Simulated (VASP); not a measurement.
Here is a VASP 6.6.1 calculation.

Contents of INCAR:

```
SYSTEM = Pb
PREC     = Accurate       ! precision mode
ENCUT    = 520            ! plane-wave cutoff, eV
EDIFF    = 1E-7           ! SCF threshold, eV
ISMEAR   = -1             ! smearing method
SIGMA    = 0.05           ! smearing width, eV
LREAL    = .False.        ! projectors in reciprocal space
LASPH    = .True.         ! aspherical terms in the spheres
NELM     = 80             ! most SCF steps
ALGO     = Normal         ! electronic algorithm
ISIF     = 2              ! what is computed and relaxed
LWAVE    = .False.        ! write WAVECAR
LCHARG   = .False.        ! write CHGCAR
GGA      = PS             ! functional
IVDW     = 13             ! dispersion correction
NBANDS   = 13             ! bands
```

KPOINTS

```
regular mesh
0
Gamma
  9 9 9
  0 0 0
```

File POSCAR:

```
Pb
1.0
    0.0000000000      2.4428626824      2.4428626824
    2.4428626824      0.0000000000      2.4428626824
    2.4428626824      2.4428626824      0.0000000000
Pb
1
Direct
    0.0000000000      0.0000000000      0.0000000000
```

Potentials or basis: VASP PAW PBE potentials, release 64 (Pb_d).

The run is started by

```sh
$ cat potpaw_PBE.64/Pb_d/POTCAR > POTCAR
$ mpirun -np 1 vasp_std > vasp.out
```

Question: Estimate the band gap on the k mesh.

Answer: Zero (band 7 reaches 15.27 eV, above the bottom of band 8 at 5.91 eV).

Question: What does it give for the pressure?

Answer: -0.1 GPa.

Question: Estimate the dispersion energy per atom.

Answer: -0.263 eV.

Caveat: the PAW data sets were made with another functional, which shifts forces and pressure a little; spin-orbit coupling is left out, which moves the levels of the heavy elements; pairwise dispersion overbinds metals, which lowers pressure and volume.
